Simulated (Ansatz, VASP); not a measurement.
## TiC: VASP beside Ansatz

File INCAR:

```
SYSTEM = TiC
ALGO = Normal
EDIFF = 1E-6
ENCUT = 520
GGA = PE
ISIF = 2
ISMEAR = 0
LASPH = .TRUE.
LCHARG = .FALSE.
LREAL = .FALSE.
LWAVE = .FALSE.
NBANDS = 15
NELM = 60
PREC = Accurate
SIGMA = 0.15
```

The input KPOINTS:

```
k-points
0
G
  18 18 18
  0 0 0
```

POSCAR

```
TiC
1.0
    0.0000000000      2.2289200000      2.1964600000
    2.2289200000      0.0000000000      2.1964600000
    2.2289200000      2.2289200000      0.0000000000
Ti C
1 1
Direct
    0.0000000000      0.0000000000      0.0000000000
    0.5000000000      0.5000000000      0.5000000000
```

Input for Ansatz:

```yaml
crystal:
  lattice:
    - [0.0, 2.22892, 2.19646]
    - [2.22892, 0.0, 2.19646]
    - [2.22892, 2.22892, 0.0]
  atoms:
    - { symbol: Ti, position: [0.0, 0.0, 0.0] }
    - { symbol: C, position: [0.5, 0.5, 0.5] }
basis:
  ecutwfc: 420
kpoints:
  mp_grid: { grid: [18, 18, 18] }
hamiltonian:
  xc: pbe
scf:
  occupations: { method: gaussian, width: 0.15 }
output:
  forces: true
  stress: true
  eigenvalues: true
```

Change from the starting cell: strain +0.030 along x and y, +0.015 along z, atoms carried along.

Alike in both runs: task single point; functional PBE; k mesh 18 × 18 × 18; occupations gaussian, width 0.15 eV; no spin polarisation.

|  | VASP | Ansatz |
| --- | --- | --- |
| version | VASP 6.6.1 | Ansatz 0.2.0 |
| potentials or method | VASP PAW PBE potentials, release 64 (Ti_sv, C), cutoff 520 eV | scalar-relativistic, plane waves, PAW |
| valence electrons in the cell | 16 | 16 |

VASP gave:

```
gap on the k mesh at the Fermi level (eV)                     : none
pressure (GPa)                                                : -15.2
traceless stress, the component that is largest in VASP (GPa) : 2.78
```

Question: Estimate Ansatz's values.

Answer: gap on the k mesh at the Fermi level (eV): none; pressure (GPa): -15.2; traceless stress, the component that is largest in VASP (GPa): 2.75.

A gap of «none» marks a metal or a gap that the smearing closes.
